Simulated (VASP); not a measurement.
Input of a VASP 6.6.1 run:

POSCAR

```
CuF
1.0
    3.4732137368      0.0000000000      0.0000000000
   -1.7366068684      3.0078913288      0.0000000000
    0.0000000000      0.0000000000      5.0311778525
Cu F
2 2
Direct
    0.3333333333      0.6666666667      0.2500000000
    0.6666666667      0.3333333333      0.7500000000
    0.6666666667      0.3333333333      0.2500000000
    0.3333333333      0.6666666667      0.7500000000
```

Contents of INCAR.step1:

```
PREC     = Accurate       # precision mode
ENCUT    = 900            # plane-wave cutoff, eV
ISMEAR   = -1             # smearing method
SIGMA    = 0.02           # smearing width, eV
LREAL    = F              # projectors in reciprocal space
LASPH    = T              # aspherical terms in the spheres
NELM     = 120            # most SCF steps
NBANDS   = 34             # bands
GGA      = PE             # functional
ALGO     = Normal         # electronic algorithm
EDIFF    = 1E-5           # SCF threshold, eV
LWAVE    = T              # write WAVECAR
LCHARG   = F              # write CHGCAR
GGA_COMPAT= F
```

Contents of INCAR.step2:

```
PREC     = Accurate       # precision mode
ENCUT    = 900            # plane-wave cutoff, eV
EDIFF    = 1E-6           # SCF threshold, eV
ISMEAR   = -1             # smearing method
SIGMA    = 0.02           # smearing width, eV
LREAL    = F              # projectors in reciprocal space
LASPH    = T              # aspherical terms in the spheres
NELM     = 120            # most SCF steps
ALGO     = Normal         # electronic algorithm
ISIF     = 2              # what is computed and relaxed
LWAVE    = F              # write WAVECAR
LCHARG   = F              # write CHGCAR
METAGGA  = R2SCAN         # meta-GGA
LMIXTAU  = T            
NBANDS   = 34             # bands
ISTART   = 1            
GGA_COMPAT= F
```

Contents of KPOINTS:

```
Automatic mesh
0
Gamma
  9 9 4
```

Potentials or basis: VASP PAW PBE potentials, release 64 (Cu_sv_GW, F).

Run with:

```bash
$ cat potpaw_PBE.64/Cu_sv_GW/POTCAR potpaw_PBE.64/F/POTCAR > POTCAR
$ cp INCAR.step1 INCAR
$ mpirun -np 1 vasp_std > vasp.out
$ cp INCAR.step2 INCAR
$ mpirun -np 1 vasp_std > vasp.out
```

(1) Predict the pressure.

(2) Estimate the band gap on the k mesh.

Results:

(1) 2.2 GPa.

(2) zero (bands 26 and 27 overlap by 0.06 eV).

Caveat: semilocal functionals underestimate gaps, and a narrow one can read as zero; the PAW data sets were made with another functional, which shifts forces and pressure a little.
